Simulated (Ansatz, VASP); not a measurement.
# Two plane-wave programs on AlN

Contents of POSCAR:

```
AlN
1.0
    3.0600653585      0.0000000000      0.0000000000
   -1.5300326793      2.7308078709      0.0000000000
    0.0000000000      0.0000000000      4.9784048354
Al N
2 2
Direct
    0.3333333333      0.6666666667      0.0016929024
    0.6666666667      0.3333333333      0.5016929024
    0.3333333333      0.6666666667      0.3833070976
    0.6666666667      0.3333333333      0.8833070976
```

The input INCAR.step1:

```
PREC = Accurate
ENCUT = 520
ISMEAR = 0
SIGMA = 0.05
LREAL = F
LASPH = T
NELM = 80
NBANDS = 16
GGA = PE
ALGO = Normal
EDIFF = 1E-4
LWAVE = T
LCHARG = F
```

INCAR.step2

```
PREC = Accurate
ENCUT = 520
EDIFF = 1E-6
ISMEAR = 0
SIGMA = 0.05
LREAL = F
LASPH = T
NELM = 80
ALGO = Normal
ISIF = 2
LWAVE = F
LCHARG = T
METAGGA = R2SCAN
LMIXTAU = T
LELF = T
LVHAR = T
NBANDS = 16
ISTART = 1
```

The input KPOINTS:

```
regular mesh
0
Gamma
  12 12 6
```

Input for Ansatz:

```yaml
crystal:
  lattice:
    - [3.0600653585, 0.0, 0.0]
    - [-1.5300326793, 2.7308078709, 0.0]
    - [0.0, 0.0, 4.9784048354]
  atoms:
    - { symbol: Al, position: [0.3333333333, 0.6666666667, 0.0016929024] }
    - { symbol: Al, position: [0.6666666667, 0.3333333333, 0.5016929024] }
    - { symbol: "N", position: [0.3333333333, 0.6666666667, 0.3833070976] }
    - { symbol: "N", position: [0.6666666667, 0.3333333333, 0.8833070976] }
basis:
  ecutwfc: 500
kpoints:
  mp_grid: { grid: [12, 12, 6] }
hamiltonian:
  xc: r2scan
scf:
  occupations: { method: gaussian, width: 0.05 }
output:
  forces: true
  stress: true
  eigenvalues: true
```

Change from the starting cell: strain -0.0150 x Voigt [1, -1, 0, 0, 0, 0], atoms carried along.

Alike in both runs: task single point; functional r2SCAN; k mesh 12 × 12 × 6; occupations gaussian, width 0.05 eV; no spin polarisation.

|  | VASP | Ansatz |
| --- | --- | --- |
| version | VASP 6.6.1 | Ansatz 0.2.0 |
| potentials or method | VASP PAW PBE potentials, release 64 (Al, N), cutoff 520 eV | scalar-relativistic, plane waves, PAW |
| valence electrons in the cell | 16 | 16 |

Ansatz gave:

| Quantity | Value |
| --- | --- |
| gap on the k mesh at the Fermi level (eV) | 4.87 |
| least direct gap on the mesh (eV) | 4.87 |
| pressure (GPa) | 0.2 |
| traceless stress, the component that is largest in VASP (GPa) | 5.68 |
| rms of the force components (eV/Å) | 0.158 |

**Question.** What did VASP give for the same quantities?

**Answer.** gap on the k mesh at the Fermi level (eV): 4.91; least direct gap on the mesh (eV): 4.91; pressure (GPa): -0.2; traceless stress, the component that is largest in VASP (GPa): 5.74; rms of the force components (eV/Å): 0.161.

VASP's potentials were made for PBE, not for r2SCAN. Atom by atom the forces differ by 0.003 eV/Å (rms over components). With one functional, cell and mesh, what is left measures potentials, basis and numerics.
